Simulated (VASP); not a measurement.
**Pb: single point with PBE**

Pb:

```
CELL_PARAMETERS angstrom
3.48000 0.05220 0.05220
-1.69479 2.98767 0.01911
0.08385 0.08385 5.59000
ATOMIC_POSITIONS crystal
Pb 0.33333 0.66667 0.25000
Pb 0.66667 0.33333 0.75000
```

This cell differs from its parent crystal: equal xy, yz and zx shear strains of +3 %.

```
Program                : VASP 6.6.1
Task                   : single point
Functional             : PBE
Potentials or basis    : VASP PAW PBE potentials, release 64 (Pb_d)
Cutoff                 : 520 eV
k mesh                 : 12 × 12 × 7
Occupations            : fermi-dirac, width 0.05 eV
Spin                   : no spin polarisation
Dipole correction      : no
Further INCAR settings : ALGO = Normal; EDIFF = 1e-07; NBANDS = 21
```

The pressure is 4.1 GPa, the largest force is 0.012 eV/Å and the band gap on the k mesh is zero (band 14 reaches 13.12 eV, above the bottom of band 15 at 5.66 eV).

Forces on the atoms (eV/Å):
```
Pb  -0.010  0.001  0.007
Pb   0.010 -0.001 -0.007
```

Stress tensor (GPa, compression positive):
```
 3.78 -0.39 -0.43
-0.39  3.88 -0.45
-0.43 -0.45  4.51
```

Levels at points of the mesh, in eV from the Fermi level:
| k point | band 12 | band 13 | band 14 | band 15 | band 16 | band 17 |
| --- | --- | --- | --- | --- | --- | --- |
| (0.00, 0.00, 0.00) | -7.99 | -4.31 | 5.39 | 5.78 | 7.22 | 7.68 |
| (0.50, 0.00, 0.00) | -7.25 | -2.94 | -1.54 | -0.55 | 1.76 | 2.30 |
| (0.00, 0.50, 0.00) | -7.15 | -2.90 | -1.46 | -0.47 | 1.81 | 2.00 |
| (0.50, 0.50, 0.00) | -7.06 | -2.85 | -1.37 | -0.39 | 1.69 | 1.85 |

It took 7.3 min on 1 thread of Intel(R) Xeon(R) Platinum 8259CL CPU @ 2.50GHz (Skylake/Cascade Lake) (shared host), peak memory 0.56 GiB.

Caveat: the cell differs from its parent crystal (equal xy, yz and zx shear strains of +3 %); spin-orbit coupling is left out, which moves the levels of the heavy elements.
